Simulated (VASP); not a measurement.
A run of VASP 6.6.1:

The input INCAR:

```
SYSTEM = SnS3
ALGO     = Normal         ! electronic algorithm
EDIFF    = 1E-6           ! SCF threshold, eV
ENCUT    = 520            ! plane-wave cutoff, eV
GGA      = PE             ! functional
ISIF     = 2              ! what is computed and relaxed
ISMEAR   = 0              ! smearing method
LASPH    = .TRUE.         ! aspherical terms in the spheres
LCHARG   = .FALSE.        ! write CHGCAR
LREAL    = .FALSE.        ! projectors in reciprocal space
LWAVE    = .FALSE.        ! write WAVECAR
NBANDS   = 24             ! bands
NELM     = 100            ! most SCF steps
PREC     = Accurate       ! precision mode
SIGMA    = 0.1            ! smearing width, eV
```

KPOINTS

```
k-points
0
G
  4 4 4
  0 0 0
```

POSCAR

```
SnS3
1.0
    4.3964850900      0.0000000000      0.0000000000
    0.0000000000      4.3964850900      0.0000000000
    0.0000000000      0.0000000000      4.3964850900
Sn S
1 3
Direct
    0.0000000000      0.0000000000      0.0000000000
    0.5000000000      0.5000000000      0.0000000000
    0.0000000000      0.5000000000      0.5000000000
    0.5000000000      0.0000000000      0.5000000000
```

Potentials or basis: VASP PAW PBE potentials, release 64 (Sn_d, S).

Command:

```sh
$ cat potpaw_PBE.64/Sn_d/POTCAR potpaw_PBE.64/S/POTCAR > POTCAR
$ mpirun -np 1 vasp_std > vasp.out
```

Hardware: 1 thread of Intel(R) Xeon(R) 6975P-C (Granite Rapids) (shared host).

Task: Estimate the wall time of this run.

Result: Wall time 8.3 s on 1 thread of Intel(R) Xeon(R) 6975P-C (Granite Rapids) (shared host), peak memory 0.2 GiB. Counts: scf iterations 12, k points 10.
